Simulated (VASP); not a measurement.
# SnSe5 (P6/mmm) in VASP: notebook

SnSe5 is run at these levels: PBE; tasks: single point.

All numbers are computed with VASP 6.6.1; they aren't measurements. Logs are shortened: lines on timing, memory, paths and dates and some standing lists are left out, and cuts for length are marked.

### Step 1. The cell of the first run

It takes space group P6/mmm (No. 191, hexagonal). The conventional cell has a = 5.652 Å, b = 5.652 Å, c = 5.594 Å, α = 90.00°, β = 90.00°, γ = 120.00°. Sn (site symmetry 6/mmm) has 14 Se at 2.80 to 3.45 Å within 3.7 Å. Within 3.0 Å of Se (site symmetry 3m) lie 1 Se at 2.26 Å. Se (site symmetry 6/mmm) has 2 Sn at 2.80 Å and 12 Se at 3.66 Å within 3.7 Å.

The cell was generated, and may not be a known phase.

### Step 2. Single point, PBE

Contents of INCAR:

```
SYSTEM = SnSe5
ALGO = Normal
EDIFF = 1E-6
ENCUT = 520
GGA = PE
ISIF = 2
ISMEAR = 0
LASPH = .True.
LCHARG = .True.
LELF = .True.
LREAL = .False.
LVHAR = .True.
LWAVE = .False.
NBANDS = 31
NELM = 60
PREC = Accurate
SIGMA = 0.1
```

Contents of KPOINTS:

```
k-points
0
Gamma
  6 6 4
  0 0 0
```

Contents of POSCAR:

```
SnSe5
1.0
    5.6521845065      0.0000000000      0.0000000000
   -2.8260922532      4.8949353695      0.0000000000
    0.0000000000      0.0000000000      5.5939345074
Sn Se
1 5
Direct
    0.0000000000      0.0000000000      0.0000000000
    0.3333333333      0.6666666667      0.2023252770
    0.6666666667      0.3333333333      0.2023252770
    0.6666666667      0.3333333333      0.7976747230
    0.3333333333      0.6666666667      0.7976747230
    0.0000000000      0.0000000000      0.5000000000
```

Potentials or basis: VASP PAW PBE potentials, release 64 (Sn_d, Se).

On the command line:

```
> cat potpaw_PBE.64/Sn_d/POTCAR potpaw_PBE.64/Se/POTCAR > POTCAR
> mpirun -np 1 vasp_std > vasp.out
```

OUTCAR:

```text
SYSTEM = SnSe5
   EDIFF = 1E-6
   ENCUT = 520
   GGA = PE
   ISIF = 2
   ISMEAR = 0
   LASPH = .True.
   LREAL = .False.
   NELM = 60
   PREC = Accurate

 ion  position               nearest neighbor table
   1  0.000  0.000  0.000-   6 2.80   6 2.80
   2  0.333  0.667  0.202-   5 2.26
   3  0.667  0.333  0.202-   4 2.26
   4  0.667  0.333  0.798-   3 2.26
   5  0.333  0.667  0.798-   2 2.26
   6  0.000  0.000  0.500-   1 2.80   1 2.80

  LATTYP: Found a hexagonal cell.
 ALAT       =     5.6521845065
 C/A-ratio  =     0.9896942502

  Lattice vectors:

 A1 = (   5.6521845065,   0.0000000000,   0.0000000000)
 A2 = (  -2.8260922532,   4.8949353695,   0.0000000000)
 A3 = (   0.0000000000,   0.0000000000,   5.5939345074)

Analysis of symmetry for initial positions (statically):
=====================================================================
 Subroutine PRICEL returns:
 Original cell was already a primitive cell.

 Routine SETGRP: Setting up the symmetry group for a
 hexagonal supercell.

 Subroutine GETGRP returns: Found 24 space group operations
 (whereof 24 operations were pure point group operations)
 out of a pool of 24 trial point group operations.

The static configuration has the point symmetry D_6h.

Analysis of symmetry for dynamics (positions and initial velocities):
=====================================================================
 Subroutine PRICEL returns:
 Original cell was already a primitive cell.

 Routine SETGRP: Setting up the symmetry group for a
 hexagonal supercell.

 Subroutine GETGRP returns: Found 24 space group operations
 (whereof 24 operations were pure point group operations)
 out of a pool of 24 trial point group operations.

The dynamic configuration has the point symmetry D_6h.

 Subroutine INISYM returns: Found 24 space group operations
 (whereof 24 operations are pure point group operations),
 and found     1 'primitive' translations

----------------------------------------------------------------------------------------

                                     Primitive cell

  volume of cell :     154.7678

  direct lattice vectors                    reciprocal lattice vectors
     5.652184507  0.000000000  0.000000000     0.176922745  0.102146395  0.000000000
    -2.826092253  4.894935369  0.000000000     0.000000000  0.204292789  0.000000000
     0.000000000  0.000000000  5.593934507     0.000000000  0.000000000  0.178765053

  length of vectors
     5.652184507  5.652184506  5.593934507     0.204292789  0.204292789  0.178765053

  position of ions in fractional coordinates (direct lattice)
     0.000000000  0.000000000  0.000000000
     0.333333333  0.666666667  0.202325277
     0.666666667  0.333333333  0.202325277
     0.666666667  0.333333333  0.797674723
     0.333333333  0.666666667  0.797674723
     0.000000000  0.000000000  0.500000000

  ion indices of the primitive-cell ions
   primitive index   ion index
                 1           1
                 2           2
                 3           3
                 4           4
                 5           5
                 6           6

----------------------------------------------------------------------------------------

 KPOINTS: k-points

Automatic generation of k-mesh.
 Grid dimensions read from file:
 generate k-points for:    6    6    4

 Generating k-lattice:

  Cartesian coordinates                     Fractional coordinates (reciprocal lattice)
     0.029487124  0.017024399  0.000000000     0.166666667  0.000000000  0.000000000
     0.000000000  0.034048798  0.000000000     0.000000000  0.166666667  0.000000000
     0.000000000  0.000000000  0.044691263     0.000000000  0.000000000  0.250000000

  Length of vectors
     0.034048798  0.034048798  0.044691263

  Shift w.r.t. Gamma in fractional coordinates (k-lattice)
     0.000000000  0.000000000  0.000000000

 Subroutine IBZKPT returns following result:
 ===========================================

 Found     21 irreducible k-points:

 Following reciprocal coordinates:
            Coordinates               Weight
  0.000000  0.000000  0.000000      1.000000
  0.166667  0.000000  0.000000      6.000000
  0.333333  0.000000  0.000000      6.000000
  0.500000  0.000000  0.000000      3.000000
  0.166667  0.166667  0.000000      6.000000
  0.333333  0.166667  0.000000     12.000000
[... 13 lines left out ...]
  0.333333  0.166667  0.500000     12.000000
  0.333333  0.333333  0.500000      2.000000
   k-points           NKPTS =     21   k-points in BZ     NKDIM =     21   number of bands    NBANDS=     31
   number of dos      NEDOS =    301   number of ions     NIONS =      6
   total plane-waves  NPLWV =  74088
   dimension x,y,z NGX =    42 NGY =   42 NGZ =   42
   dimension x,y,z NGXF=    84 NGYF=   84 NGZF=   84
   ions per type =               1   5
   NGX,Y,Z   is equivalent  to a cutoff of  12.35, 12.35, 12.48 a.u.
   NGXF,Y,Z  is equivalent  to a cutoff of  24.71, 24.71, 24.96 a.u.
 SYSTEM =  SnSe5
   PREC   = accura    normal or accurate (medium, high low for compatibility)
   ISTART =      0    job   : 0-new  1-cont  2-samecut
   ICHARG =      2    charge: 1-file 2-atom 10-const
   ISPIN  =      1    spin polarized calculation?
   LNONCOLLINEAR =      F non collinear calculations
   LSORBIT =      F    spin-orbit coupling
   LASPH  =      T    aspherical Exc in radial PAW
   ENCUT  =  520.0 eV  38.22 Ry    6.18 a.u.  10.51 10.51 10.40*2*pi/ulx,y,z
   NELM   =     60;   NELMIN=  2; NELMDL= -5     # of ELM steps
   EDIFF  = 0.1E-05   stopping-criterion for ELM
   LREAL  =      F    real-space projection
   EDIFFG = 0.1E-04   stopping-criterion for IOM
   NSW    =      0    number of steps for IOM
   IBRION =     -1    ionic relax: 0-MD 1-quasi-New 2-CG
   NFREE  =      0    steps in history (QN), initial steepest desc. (CG)
   ISIF   =      2    stress and relaxation
   ISYM   =      2    0-nonsym 1-usesym 2-fastsym
   POTIM  = 0.5000    time-step for ionic-motion
   TEBEG  =    0.0;   TEEND  =   0.0 temperature during run
   PSTRESS=    0.0 pullay stress
   NELECT =      44.0000    total number of electrons
   NUPDOWN=      -1.0000    fix difference up-down
   EMIN   =  10.00;   EMAX   =-10.00  energy-range for DOS
   EFERMI =   0.00;   METHOD = LEGACY
   ISMEAR =     0;   SIGMA  =   0.10  broadening in eV -4-tet -1-fermi 0-gaus
   EFERMI_NEDOS =   21; number of points for ismear=-14 and -15
   IALGO  =     38    algorithm
   IMIX   =      4    mixing-type and parameters
     AMIX     =   0.40;   BMIX     =  1.00
     AMIX_MAG =   1.60;   BMIX_MAG =  1.00
  volume/ion in A,a.u.               =      25.79       174.07
  Fermi-wavevector in a.u.,A,eV,Ry     =   1.076462  2.034219 15.766038  1.158771
  Thomas-Fermi vector in A             =   2.212347
   LORBIT       =      0    0 simple, 1 ext, 2 COOP (PROOUT), +10 PAW based schemes
   GGA     = PE    functional components
   LHFCALC =     F    Hartree Fock is set to
   AEXX    =    0.0000 exact exchange contribution
   IVDW    =     0    specifies the selected vdW correction
   LEPSILON=     F    determine dielectric tensor
   LRPA    =     F    only Hartree local field effects (RPA)
 non-spin polarized calculation
 Gauss-broadening in eV      SIGMA  =   0.10
  energy-cutoff  :      520.00
  volume of cell :      154.77
 maximum number of plane-waves:      4208
   NGX = 21   NGY = 21   NGZ = 21

 number of electron      43.9999994 magnetization

 Free energy of the ion-electron system (eV)
  ---------------------------------------------------
  ext. energy  EPLUGINS =         0.00000000
  ---------------------------------------------------
  free energy    TOTEN  =       -20.18511214 eV

  energy without entropy =      -20.16032705  energy(sigma->0) =      -20.17271959

 E-fermi :   4.2269     XC(G=0):  -9.5084

 val. band max:        4.2226887967   @ k =   0.3333   0.3333   0.5000
 cond. band min:       4.2413732456   @ k =   0.3333   0.1667   0.2500
 fundamental gap:      0.0186844489
 Fermi energy:         4.2269255492

 k-point     1 :       0.0000    0.0000    0.0000
  band No.  band energies     occupation
      1     -18.0559      2.00000
      2     -18.0559      2.00000
      3     -17.9359      2.00000
      4     -17.9328      2.00000
      5     -17.9328      2.00000
      6     -11.4857      2.00000
[... 23 lines left out ...]
     30       9.3059      0.00000
     31      11.3237      0.00000

 k-point     2 :       0.1667    0.0000    0.0000
  band No.  band energies     occupation
      1     -18.0561      2.00000
      2     -18.0557      2.00000
      3     -17.9357      2.00000
      4     -17.9329      2.00000
      5     -17.9328      2.00000
      6     -11.4103      2.00000
[... 23 lines left out ...]
     30       9.8109      0.00000
     31      11.2172      0.00000

 k-point     3 :       0.3333    0.0000    0.0000
  band No.  band energies     occupation
      1     -18.0566      2.00000
      2     -18.0553      2.00000
      3     -17.9353      2.00000
      4     -17.9331      2.00000
      5     -17.9329      2.00000
      6     -11.2116      2.00000
[... 23 lines left out ...]
     30      10.4011      0.00000
     31      11.2666      0.00000

 k-point     4 :       0.5000    0.0000    0.0000
  band No.  band energies     occupation
      1     -18.0568      2.00000
      2     -18.0552      2.00000
      3     -17.9351      2.00000
      4     -17.9333      2.00000
      5     -17.9329      2.00000
      6     -11.0444      2.00000
[... 23 lines left out ...]
     30      10.4480      0.00000
     31      10.9162      0.00000

 k-point     5 :       0.1667    0.1667    0.0000
  band No.  band energies     occupation
      1     -18.0564      2.00000
      2     -18.0555      2.00000
      3     -17.9354      2.00000
      4     -17.9331      2.00000
      5     -17.9329      2.00000
      6     -11.2713      2.00000
[... 23 lines left out ...]
     30      10.7325      0.00000
     31      11.1409      0.00000
[... 440 lines left out ...]
     30      10.3958      0.00000
     31      11.4826      0.00000

 k-point    19 :       0.1667    0.1667    0.5000
  band No.  band energies     occupation
      1     -18.0563      2.00000
      2     -18.0555      2.00000
      3     -17.9335      2.00000
      4     -17.9333      2.00000
      5     -17.9302      2.00000
      6     -11.0901      2.00000
[... 23 lines left out ...]
     30      11.9625      0.00000
     31      11.9790      0.00000

 k-point    20 :       0.3333    0.1667    0.5000
  band No.  band energies     occupation
      1     -18.0565      2.00000
      2     -18.0554      2.00000
      3     -17.9336      2.00000
      4     -17.9334      2.00000
      5     -17.9298      2.00000
      6     -10.8885      2.00000
[... 23 lines left out ...]
     30      10.8506      0.00000
     31      11.6579      0.00000

 k-point    21 :       0.3333    0.3333    0.5000
  band No.  band energies     occupation
      1     -18.0560      2.00000
      2     -18.0560      2.00000
      3     -17.9335      2.00000
      4     -17.9335      2.00000
      5     -17.9297      2.00000
      6     -10.6867      2.00000
[... 23 lines left out ...]
     30      10.8025      0.00000
     31      10.8025      0.00000

------------------------ aborting loop because EDIFF is reached ----------------------------------------

  FORCE on cell =-STRESS in cart. coord.  units (eV):
  Direction    XX          YY          ZZ          XY          YZ          ZX
  --------------------------------------------------------------------------------------
  -------------------------------------------------------------------------------------
  Total       -0.0043728     -0.0043728      0.0367755     -0.0000000     -0.0000000      0.0000000
  in kB       -0.0452677     -0.0452677      0.3807049     -0.0000000     -0.0000000      0.0000000
  external PRESSURE =       0.0967232 kB  Pullay stress =       0.0000000 kB

 VOLUME and BASIS-vectors are now :
 -----------------------------------------------------------------------------
  energy-cutoff  :      520.00
  volume of cell :      154.77
      direct lattice vectors                 reciprocal lattice vectors
     5.652184507  0.000000000  0.000000000     0.176922745  0.102146395  0.000000000
    -2.826092253  4.894935369  0.000000000     0.000000000  0.204292789  0.000000000
     0.000000000  0.000000000  5.593934507     0.000000000  0.000000000  0.178765053

 POSITION                                       TOTAL-FORCE (eV/Angst)
 -----------------------------------------------------------------------------------
      0.00000      0.00000      0.00000         0.000000     -0.000000      0.000000
     -0.00000      3.26329      1.13179         0.000000     -0.000000      0.029766
      2.82609      1.63165      1.13179        -0.000000     -0.000000      0.029766
      2.82609      1.63165      4.46214        -0.000000      0.000000     -0.029766
     -0.00000      3.26329      4.46214        -0.000000     -0.000000     -0.029766
      0.00000      0.00000      2.79697         0.000000     -0.000000      0.000000
 -----------------------------------------------------------------------------------
    total drift:                               -0.000000      0.000000     -0.000000

  FREE ENERGIE OF THE ION-ELECTRON SYSTEM (eV)
  ---------------------------------------------------
  free  energy   TOTEN  =       -20.1851121435 eV

  energy  without entropy=      -20.1603270460  energy(sigma->0) =      -20.17271959
```

It took 68 s on 1 thread of Intel Xeon Platinum 8488C (Sapphire Rapids), shared host; peak memory 0.3 GiB.

Results:

| Item | Value |
| --- | --- |
| Free energy | -20.1851 eV |
| Pressure | 0.0 GPa |
| Largest force | 0.030 eV/Å |
| Band gap on the k mesh | zero (bands 22 and 23 overlap by 0.84 eV) |

Forces in eV/Å, atoms in the order of the input:
```
Sn   0.000  0.000  0.000
Se   0.000  0.000  0.030
Se   0.000  0.000  0.030
Se   0.000  0.000 -0.030
Se   0.000  0.000 -0.030
Se   0.000  0.000  0.000
```

Caveat: spin-orbit coupling is left out, which moves the levels of the heavy elements.

### Step 3. Single point, PBE

This run uses another cell than the first one, of 26.05 Å³/atom.

Contents of INCAR:

```
SYSTEM = SnSe5
PREC = Accurate ; ENCUT = 520
EDIFF = 1E-6 ; ISMEAR = 0
SIGMA = 0.1 ; LREAL = .False.
LASPH = .True. ; NELM = 100
ALGO = Normal ; ISIF = 2
LWAVE = .False. ; LCHARG = .False.
GGA = PE ; NBANDS = 31
```

Contents of KPOINTS:

```
Automatic mesh
0
Gamma
  12 12 8
  0 0 0
```

Contents of POSCAR:

```
SnSe5
1.0
    5.6043558872      0.0000000000      0.0000000000
   -2.8021779436      4.8535145702      0.0000000000
    0.0000000000      0.0000000000      5.7464207692
Sn Se
1 5
Direct
    0.0000000000      0.0000000000      0.0000000000
    0.3333333333      0.6666666667      0.1966703254
    0.6666666667      0.3333333333      0.1966703254
    0.6666666667      0.3333333333      0.8033296746
    0.3333333333      0.6666666667      0.8033296746
    0.0000000000      0.0000000000      0.5000000000
```

Potentials or basis: VASP PAW PBE potentials, release 64 (Sn_d, Se).

On the command line:

```
> cat potpaw_PBE.64/Sn_d/POTCAR potpaw_PBE.64/Se/POTCAR > POTCAR
> mpirun -np 1 vasp_std > vasp.out
```

Wall time 5.4 min (1 thread of Intel Xeon Platinum 8488C (Sapphire Rapids), shared host); peak memory 0.53 GiB.

It converged, with:

- Free energy: -20.2013 eV
- Pressure: 0.1 GPa
- Largest force: 0.042 eV/Å
- Band gap on the k mesh: zero (bands 22 and 23 overlap by 0.76 eV)

Forces in eV/Å, atoms in the order of the input:
```
Sn   0.000  0.000  0.000
Se   0.000  0.000  0.042
Se   0.000  0.000  0.042
Se   0.000  0.000 -0.042
Se   0.000  0.000 -0.042
Se   0.000  0.000  0.000
```

Stress tensor (GPa, compression positive):
```
-0.01  0.00  0.00
 0.00 -0.01  0.00
 0.00  0.00  0.20
```

Levels at points of the mesh, in eV from the Fermi level:
```csv
k point,band 19,band 20,band 21,band 22,band 23,band 24,band 25,band 26
"(0.00, 0.00, 0.00)",-1.97,-1.97,-0.39,-0.39,0.11,0.11,2.76,2.76
"(0.50, 0.00, 0.00)",-1.71,-0.89,-0.60,-0.58,0.15,1.02,1.78,2.02
"(0.00, 0.00, 0.50)",-2.48,-1.99,-1.99,0.04,0.30,1.33,1.33,1.97
"(0.50, 0.00, 0.50)",-1.62,-1.56,-0.05,0.10,0.12,0.66,1.16,1.56
```

Caveat: semilocal functionals underestimate gaps, and a narrow one can read as zero; spin-orbit coupling is left out, which moves the levels of the heavy elements.
